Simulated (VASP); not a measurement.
# Ni in VASP: further runs

The runs below take Ni through single point, with PBE.

All numbers are computed with VASP 6.6.1; they aren't measurements. Logs are shortened: lines on timing, memory, paths and dates and some standing lists are left out, and cuts for length are marked.

### Step 1. The cell of the first run

Symmetry: R-3m, No. 166, trigonal system. Conventional cell: a = 2.538 Å, b = 2.538 Å, c = 5.941 Å, α = 90.00°, β = 90.00°, γ = 120.00°. Ni (site symmetry -3m) has 12 Ni at 2.46 to 2.54 Å within 3.3 Å.

### Step 2. Single point, PBE, collinear spin, ferromagnetic start (equal xy, yz and zx shear strains of -3 %)

File INCAR:

```
PREC = Accurate
ENCUT = 520
EDIFF = 1E-7
ISMEAR = -1
SIGMA = 0.05
LREAL = F
LASPH = T
NELM = 150
ALGO = Normal
ISIF = 2
LWAVE = F
LCHARG = T
ISPIN = 2
MAGMOM = 1.5
LORBIT = 11
LMAXMIX = 4
GGA = PE
LELF = T
LVHAR = T
NBANDS = 15
```

File KPOINTS:

```
Automatic mesh
0
Gamma
  20 20 20
```

File POSCAR:

```
Ni
1.0
   -0.0530385000      1.7414307500      1.7414307500
    1.7414307500     -0.0530385000      1.7414307500
    1.7414307500      1.7414307500     -0.0530385000
Ni
1
Direct
    0.0000000000      0.0000000000      0.0000000000
```

Potentials or basis: VASP PAW PBE potentials, release 64 (Ni).

The run is started by

```console
$ cat potpaw_PBE.64/Ni/POTCAR > POTCAR
$ mpirun -np 1 vasp_std > vasp.out
```

OUTCAR:

```text
PREC = Accurate
   ENCUT = 520
   EDIFF = 1E-7
   ISMEAR = -1
   LREAL = F
   LASPH = T
   NELM = 150
   ISIF = 2
   ISPIN = 2
   LORBIT = 11
   GGA = PE

 ion  position               nearest neighbor table
   1  0.000  0.000  0.000-

  LATTYP: Found a trigonal (rhomboedric) cell.
 ALAT       =     2.4633260435
 COS(alpha) =     0.4693254694

  Lattice vectors:

 A1 = (  -0.0530385000,   1.7414307500,   1.7414307500)
 A2 = (   1.7414307500,  -0.0530385000,   1.7414307500)
 A3 = (   1.7414307500,   1.7414307500,  -0.0530385000)

Analysis of symmetry for initial positions (statically):
=====================================================================
 Subroutine PRICEL returns:
 Original cell was already a primitive cell.

 Routine SETGRP: Setting up the symmetry group for a
 trigonal (rhombohedral) supercell.

 Subroutine GETGRP returns: Found 12 space group operations
 (whereof 12 operations were pure point group operations)
 out of a pool of 12 trial point group operations.

The static configuration has the point symmetry D_3d.

Analysis of symmetry for dynamics (positions and initial velocities):
=====================================================================
 Subroutine PRICEL returns:
 Original cell was already a primitive cell.

 Routine SETGRP: Setting up the symmetry group for a
 trigonal (rhombohedral) supercell.

 Subroutine GETGRP returns: Found 12 space group operations
 (whereof 12 operations were pure point group operations)
 out of a pool of 12 trial point group operations.

The dynamic configuration has the point symmetry D_3d.

Analysis of structural, dynamic, and magnetic symmetry:
=====================================================================
 Subroutine PRICEL returns:
 Original cell was already a primitive cell.

 Routine SETGRP: Setting up the symmetry group for a
 trigonal (rhombohedral) supercell.

 Subroutine GETGRP returns: Found 12 space group operations
 (whereof 12 operations were pure point group operations)
 out of a pool of 12 trial point group operations.

The overall configuration has the point symmetry D_3d.

 Subroutine INISYM returns: Found 12 space group operations
 (whereof 12 operations are pure point group operations),
 and found     1 'primitive' translations

----------------------------------------------------------------------------------------

                                     Primitive cell

  volume of cell :      11.0444

  direct lattice vectors                    reciprocal lattice vectors
    -0.053038500  1.741430750  1.741430750    -0.274325147  0.282942691  0.282942691
     1.741430750 -0.053038500  1.741430750     0.282942691 -0.274325147  0.282942691
     1.741430750  1.741430750 -0.053038500     0.282942691  0.282942691 -0.274325147

  length of vectors
     2.463326043  2.463326043  2.463326043     0.485146802  0.485146802  0.485146802

  position of ions in fractional coordinates (direct lattice)
     0.000000000  0.000000000  0.000000000

  ion indices of the primitive-cell ions
   primitive index   ion index
                 1           1

----------------------------------------------------------------------------------------

 KPOINTS: Automatic mesh

Automatic generation of k-mesh.
 Grid dimensions read from file:
 generate k-points for:   20   20   20

 Generating k-lattice:

  Cartesian coordinates                     Fractional coordinates (reciprocal lattice)
    -0.013716257  0.014147135  0.014147135     0.050000000  0.000000000  0.000000000
     0.014147135 -0.013716257  0.014147135     0.000000000  0.050000000  0.000000000
     0.014147135  0.014147135 -0.013716257     0.000000000  0.000000000  0.050000000

  Length of vectors
     0.024257340  0.024257340  0.024257340

  Shift w.r.t. Gamma in fractional coordinates (k-lattice)
     0.000000000  0.000000000  0.000000000

 Subroutine IBZKPT returns following result:
 ===========================================

 Found    781 irreducible k-points:

 Following reciprocal coordinates:
            Coordinates               Weight
  0.000000  0.000000  0.000000      1.000000
  0.050000  0.000000 -0.000000      6.000000
  0.100000 -0.000000 -0.000000      6.000000
  0.150000  0.000000  0.000000      6.000000
  0.200000 -0.000000 -0.000000      6.000000
  0.250000  0.000000  0.000000      6.000000
[... 16 lines left out ...]
 -0.400000  0.050000  0.000000     12.000000
 -0.350000  0.050000 -0.000000     12.000000
 [... further k-points ...]
   k-points           NKPTS =    781   k-points in BZ     NKDIM =    781   number of bands    NBANDS=     15
   number of dos      NEDOS =    301   number of ions     NIONS =      1
   total plane-waves  NPLWV =   5832
   dimension x,y,z NGX =    18 NGY =   18 NGZ =   18
   dimension x,y,z NGXF=    36 NGYF=   36 NGZF=   36
   ions per type =               1
   NGX,Y,Z   is equivalent  to a cutoff of  12.15, 12.15, 12.15 a.u.
   NGXF,Y,Z  is equivalent  to a cutoff of  24.30, 24.30, 24.30 a.u.
 SYSTEM =  unknown system
   PREC   = accura    normal or accurate (medium, high low for compatibility)
   ISTART =      0    job   : 0-new  1-cont  2-samecut
   ICHARG =      2    charge: 1-file 2-atom 10-const
   ISPIN  =      2    spin polarized calculation?
   LNONCOLLINEAR =      F non collinear calculations
   LSORBIT =      F    spin-orbit coupling
   LASPH  =      T    aspherical Exc in radial PAW
   ENCUT  =  520.0 eV  38.22 Ry    6.18 a.u.   4.58  4.58  4.58*2*pi/ulx,y,z
   NELM   =    150;   NELMIN=  2; NELMDL= -5     # of ELM steps
   EDIFF  = 0.1E-06   stopping-criterion for ELM
   LREAL  =      F    real-space projection
   EDIFFG = 0.1E-05   stopping-criterion for IOM
   NSW    =      0    number of steps for IOM
   IBRION =     -1    ionic relax: 0-MD 1-quasi-New 2-CG
   NFREE  =      0    steps in history (QN), initial steepest desc. (CG)
   ISIF   =      2    stress and relaxation
   ISYM   =      2    0-nonsym 1-usesym 2-fastsym
   POTIM  = 0.5000    time-step for ionic-motion
   TEBEG  =    0.0;   TEEND  =   0.0 temperature during run
   PSTRESS=    0.0 pullay stress
   NELECT =      10.0000    total number of electrons
   NUPDOWN=      -1.0000    fix difference up-down
   EMIN   =  10.00;   EMAX   =-10.00  energy-range for DOS
   EFERMI =   0.00;   METHOD = LEGACY
   ISMEAR =    -1;   SIGMA  =   0.05  broadening in eV -4-tet -1-fermi 0-gaus
   EFERMI_NEDOS =   21; number of points for ismear=-14 and -15
   IALGO  =     38    algorithm
   IMIX   =      4    mixing-type and parameters
     AMIX     =   0.40;   BMIX     =  1.00
     AMIX_MAG =   1.60;   BMIX_MAG =  1.00
  volume/ion in A,a.u.               =      11.04        74.53
  Fermi-wavevector in a.u.,A,eV,Ry     =   1.583775  2.992901 34.128097  2.508344
  Thomas-Fermi vector in A             =   2.683494
   LORBIT       =     11    0 simple, 1 ext, 2 COOP (PROOUT), +10 PAW based schemes
   GGA     = PE    functional components
   LHFCALC =     F    Hartree Fock is set to
   AEXX    =    0.0000 exact exchange contribution
   IVDW    =     0    specifies the selected vdW correction
   LEPSILON=     F    determine dielectric tensor
   LRPA    =     F    only Hartree local field effects (RPA)
 spin polarized calculation
  energy-cutoff  :      520.00
  volume of cell :       11.04
 maximum number of plane-waves:       313
   NGX =  9   NGY =  9   NGZ =  9

 number of electron      10.0000000 magnetization       0.6285992

 Free energy of the ion-electron system (eV)
  ---------------------------------------------------
  ext. energy  EPLUGINS =         0.00000000
  ---------------------------------------------------
  free energy    TOTEN  =        -5.46509206 eV

  energy without entropy =       -5.45064642  energy(sigma->0) =       -5.45786924

 E-fermi :   9.1617     XC(G=0): -13.1656

 val. band max:        9.1605290141   @ k =   0.3500   0.1000   0.0500
 cond. band min:       9.1617793774   @ k =  -0.4000   0.0500   0.0000
 fundamental gap:      0.0012503633
 Fermi energy:         9.1616756061

 spin component 1

 k-point     1 :       0.0000    0.0000    0.0000
  band No.  band energies     occupation
      1       0.2611      1.00000
      2       6.6533      1.00000
      3       6.6533      1.00000
      4       6.9592      1.00000
      5       7.9402      1.00000
      6       7.9402      1.00000
      7      32.5873      0.00000
      8      35.7813      0.00000
      9      35.7813      0.00000
     10      38.2192      0.00000
     11      38.7705      0.00000
     12      38.7705      0.00000
     13      40.3538      0.00000
     14      42.8046      0.00000
     15      48.2858      0.00000
[... 397 lines left out ...]
 k-point    24 :      -0.3500    0.0500   -0.0000
  band No.  band energies     occupation
      1       4.0069      1.00000
      2       6.6843      1.00000
      3       6.9600      1.00000
      4       7.0855      1.00000
      5       8.2709      1.00000
      6       8.5508      1.00000
      7      17.9310      0.00000
      8      30.5202      0.00000
      9      33.2274      0.00000
     10      35.6006      0.00000
     11      37.2038      0.00000
     12      38.9819      0.00000
     13      42.8343      0.00000
     14      49.1139      0.00000
     15      52.0283      0.00000

 [... further k-points ...]

 spin component 2

 k-point     1 :       0.0000    0.0000    0.0000
  band No.  band energies     occupation
      1       0.2249      1.00000
      2       7.4089      1.00000
      3       7.4090      1.00000
      4       7.7175      1.00000
      5       8.5271      1.00000
      6       8.5271      1.00000
      7      32.4275      0.00000
      8      35.7677      0.00000
      9      35.7677      0.00000
     10      38.1855      0.00000
     11      38.8766      0.00000
     12      38.8766      0.00000
     13      40.4158      0.00000
     14      42.7019      0.00000
     15      48.4680      0.00000
[... 397 lines left out ...]
 k-point    24 :      -0.3500    0.0500   -0.0000
  band No.  band energies     occupation
      1       4.2087      1.00000
      2       7.3129      1.00000
      3       7.3685      1.00000
      4       7.7177      1.00000
      5       8.9946      0.96583
      6       9.2348      0.18810
      7      18.1785      0.00000
      8      30.5047      0.00000
      9      33.2190      0.00000
     10      35.6882      0.00000
     11      37.2298      0.00000
     12      38.9963      0.00000
     13      42.8886      0.00000
     14      49.2174      0.00000
     15      52.1119      0.00000

 [... further k-points ...]

------------------------ aborting loop because EDIFF is reached ----------------------------------------

  FORCE on cell =-STRESS in cart. coord.  units (eV):
  Direction    XX          YY          ZZ          XY          YZ          ZX
  --------------------------------------------------------------------------------------
  -------------------------------------------------------------------------------------
  Total       -0.1541782     -0.1541782     -0.1541782      0.2508910      0.2508910      0.2508910
  in kB      -22.3660761    -22.3660761    -22.3660761     36.3958611     36.3958611     36.3958611
  external PRESSURE =     -22.3660761 kB  Pullay stress =       0.0000000 kB

 VOLUME and BASIS-vectors are now :
 -----------------------------------------------------------------------------
  energy-cutoff  :      520.00
  volume of cell :       11.04
      direct lattice vectors                 reciprocal lattice vectors
    -0.053038500  1.741430750  1.741430750    -0.274325147  0.282942691  0.282942691
     1.741430750 -0.053038500  1.741430750     0.282942691 -0.274325147  0.282942691
     1.741430750  1.741430750 -0.053038500     0.282942691  0.282942691 -0.274325147

 POSITION                                       TOTAL-FORCE (eV/Angst)
 -----------------------------------------------------------------------------------
      0.00000      0.00000      0.00000        -0.000000      0.000000      0.000000
 -----------------------------------------------------------------------------------
    total drift:                                0.000000     -0.000000      0.000000

  FREE ENERGIE OF THE ION-ELECTRON SYSTEM (eV)
  ---------------------------------------------------
  free  energy   TOTEN  =        -5.4650920649 eV

  energy  without entropy=       -5.4506464209  energy(sigma->0) =       -5.45786924

 total charge

# of ion       s       p       d       tot
------------------------------------------
    1        0.492   0.485   8.309   9.286

 magnetization (x)

# of ion       s       p       d       tot
------------------------------------------
    1       -0.006  -0.025   0.673   0.642
```

Wall time 2.7 min (1 thread of AMD EPYC 9R45 (Zen 5), shared host); peak memory 0.25 GiB.

Results:

```yaml
Free_energy: -5.4651 eV
Pressure: -2.2 GPa
Net_moment: 0.63 μB per cell
Site_moments: Ni +0.64 μB
Valence_electrons_inside_the_program's_atomic_spheres: Ni 9.29
```

Stress tensor (GPa, compression positive):
```
-2.24  3.64  3.64
 3.64 -2.24  3.64
 3.64  3.64 -2.24
```

Caveat: the cell differs from its parent crystal (equal xy, yz and zx shear strains of -3 %).

### Step 3. Single point, PBE, collinear spin, ferromagnetic start (equal xy, yz and zx shear strains of +3 %)

File INCAR:

```
ALGO = Normal ; EDIFF = 1E-7
ENCUT = 520 ; GGA = PE
ISIF = 2 ; ISMEAR = -1
ISPIN = 2 ; LASPH = True
LCHARG = False ; LMAXMIX = 4
LORBIT = 11 ; LREAL = False
LWAVE = False ; MAGMOM = 1.5
NBANDS = 15 ; NELM = 150
PREC = Accurate ; SIGMA = 0.05
```

File KPOINTS:

```
k-points
0
Gamma
  20 20 20
```

File POSCAR:

```
Ni
1.0
    0.0530385000      1.7944692500      1.7944692500
    1.7944692500      0.0530385000      1.7944692500
    1.7944692500      1.7944692500      0.0530385000
Ni
1
Direct
    0.0000000000      0.0000000000      0.0000000000
```

Potentials or basis: VASP PAW PBE potentials, release 64 (Ni).

The run is started by

```console
$ cat potpaw_PBE.64/Ni/POTCAR > POTCAR
$ mpirun -np 1 vasp_std > vasp.out
```

OUTCAR:

```text
EDIFF = 1E-7
   ENCUT = 520
   GGA = PE
   ISIF = 2
   ISMEAR = -1
   ISPIN = 2
   LASPH = True
   LORBIT = 11
   LREAL = False
   NELM = 150
   PREC = Accurate

 ion  position               nearest neighbor table
   1  0.000  0.000  0.000-

  LATTYP: Found a trigonal (rhomboedric) cell.
 ALAT       =     2.5383169347
 COS(alpha) =     0.5293254421

  Lattice vectors:

 A1 = (   0.0530385000,   1.7944692500,   1.7944692500)
[... 1071 lines left out ...]
  --------------------------------------------------------------------------------------
  -------------------------------------------------------------------------------------
  Total       -0.1532684     -0.1532684     -0.1532684     -0.2583635     -0.2583635     -0.2583635
  in kB      -22.2337895    -22.2337895    -22.2337895    -37.4793604    -37.4793604    -37.4793604
  external PRESSURE =     -22.2337895 kB  Pullay stress =       0.0000000 kB

 VOLUME and BASIS-vectors are now :
 -----------------------------------------------------------------------------
  energy-cutoff  :      520.00
  volume of cell :       11.04
      direct lattice vectors                 reciprocal lattice vectors
     0.053038500  1.794469250  1.794469250    -0.291301594  0.282938869  0.282938869
     1.794469250  0.053038500  1.794469250     0.282938869 -0.291301594  0.282938869
     1.794469250  1.794469250  0.053038500     0.282938869  0.282938869 -0.291301594

 POSITION                                       TOTAL-FORCE (eV/Angst)
 -----------------------------------------------------------------------------------
      0.00000      0.00000      0.00000         0.000000     -0.000000      0.000000
 -----------------------------------------------------------------------------------
    total drift:                               -0.000000     -0.000000     -0.000000

  FREE ENERGIE OF THE ION-ELECTRON SYSTEM (eV)
  ---------------------------------------------------
  free  energy   TOTEN  =        -5.4651009999 eV

  energy  without entropy=       -5.4506668691  energy(sigma->0) =       -5.45788393

 total charge

# of ion       s       p       d       tot
------------------------------------------
    1        0.492   0.485   8.309   9.286

 magnetization (x)

# of ion       s       p       d       tot
------------------------------------------
    1       -0.006  -0.025   0.674   0.643
```

OSZICAR:

```text
N       E                     dE             d eps       ncg     rms          rms(c)
DAV:   1     0.333650191398E+02    0.33365E+02   -0.42155E+03 49622   0.857E+02
DAV:   2    -0.497258151908E+01   -0.38338E+02   -0.35404E+02 53489   0.162E+02
DAV:   3    -0.642381804029E+01   -0.14512E+01   -0.14389E+01 56954   0.310E+01
DAV:   4    -0.643288207609E+01   -0.90640E-02   -0.90624E-02 57394   0.232E+00
DAV:   5    -0.643299872147E+01   -0.11665E-03   -0.11664E-03 58077   0.235E-01    0.102E+01
DAV:   6    -0.583670089435E+01    0.59630E+00   -0.13459E+01 68098   0.411E+01    0.625E+00
DAV:   7    -0.548084152340E+01    0.35586E+00   -0.25519E+00 64139   0.157E+01    0.181E+00
DAV:   8    -0.546874961607E+01    0.12092E-01   -0.21187E-02 56425   0.929E-01    0.958E-01
DAV:   9    -0.546579771803E+01    0.29519E-02   -0.20778E-03 76799   0.285E-01    0.299E-01
DAV:  10    -0.546510352539E+01    0.69419E-03   -0.95286E-04 76067   0.183E-01    0.361E-02
DAV:  11    -0.546510011232E+01    0.34131E-05   -0.29934E-05 68553   0.403E-02    0.252E-02
DAV:  12    -0.546510085160E+01   -0.73928E-06   -0.81747E-07 62962   0.782E-03    0.117E-02
DAV:  13    -0.546510097748E+01   -0.12587E-06   -0.12081E-06 60824   0.992E-03    0.574E-03
DAV:  14    -0.546510099988E+01   -0.22398E-07   -0.17846E-07 45047   0.367E-03
   1 F= -.54651010E+01 E0= -.54578839E+01  d E =-.144341E-01  mag=     0.6301
```

Wall time 3.3 min (1 thread of AMD EPYC 9R45 (Zen 5), shared host); peak memory 0.26 GiB.

What came out:

| Property | Result |
| --- | --- |
| Free energy | -5.4651 eV |
| Pressure | -2.2 GPa |
| Net moment | 0.63 μB per cell |
| Site moments | Ni +0.64 μB |
| Valence electrons inside the program's atomic spheres | Ni 9.29 |

Caveat: the cell differs from its parent crystal (equal xy, yz and zx shear strains of +3 %).

(Part 1 of 2 ends here.)
